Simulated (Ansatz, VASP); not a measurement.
## One calculation of HfN, two programs

The input INCAR:

```
PREC = Accurate
ENCUT = 520
EDIFF = 1E-8
ISMEAR = -1
SIGMA = 0.01
LREAL = False
LASPH = True
NELM = 120
ALGO = Normal
ISIF = 2
LWAVE = False
LCHARG = False
GGA = PE
LEFG = True
NBANDS = 14
GGA_COMPAT = False
```

The input KPOINTS:

```
Automatic mesh
0
Gamma
  10 10 10
```

File POSCAR:

```
HfN
1.0
    0.0000000000      2.2367432996      2.3041800000
    2.2367432996      0.0000000000      2.3041800000
    2.2367432996      2.2367432996      0.0000000000
Hf N
1 1
Direct
    0.0000000000      0.0000000000      0.0000000000
    0.5000000000      0.5000000000      0.5000000000
```

Input for Ansatz:

```yaml
crystal:
  lattice:
    - [0.0, 2.2367432996, 2.30418]
    - [2.2367432996, 0.0, 2.30418]
    - [2.2367432996, 2.2367432996, 0.0]
  atoms:
    - { symbol: Hf, position: [0.0, 0.0, 0.0] }
    - { symbol: "N", position: [0.5, 0.5, 0.5] }
kpoints:
  mp_grid: { grid: [10, 10, 10] }
scf:
  occupations: { method: fermi_dirac, width: 0.01 }
hamiltonian:
  xc: pbe
  pseudopotentials: { kind: paw }
output:
  forces: true
  stress: true
  eigenvalues: true
  efg: { contact_densities: true }
```

Change from the starting cell: z stretched by +2 % at fixed volume, PAW files.

Alike in both runs: task electric field gradients; functional PBE; k mesh 10 × 10 × 10; occupations fermi-dirac, width 0.01 eV; no spin polarisation.

```csv
,VASP,Ansatz
version,VASP 6.6.1,Ansatz 0.2.0
potentials or method,"VASP PAW PBE potentials, release 64 (Hf_pv, N)","PAW with Ansatz's default frozen-core files, scalar-relativistic"
plane-wave cutoff (eV),520,420
valence electrons in the cell,15,31
```

Ansatz gave:

```
pressure (GPa)                                                : 6.0
traceless stress, the component that is largest in VASP (GPa) : -9.07
size of Vzz on the site where it differs most (V/Å²)          : 127.9
```

Problem. What did VASP give for the same quantities?

Solution. Pressure (GPa): 3.6; traceless stress, the component that is largest in VASP (GPa): -8.96; size of Vzz on the site where it differs most (V/Å²): 108.8.

VASP's potentials hold 15 valence electrons a cell and Ansatz's 31, so a difference there can come from the potentials and not from the codes.

Spin-orbit coupling is off throughout.
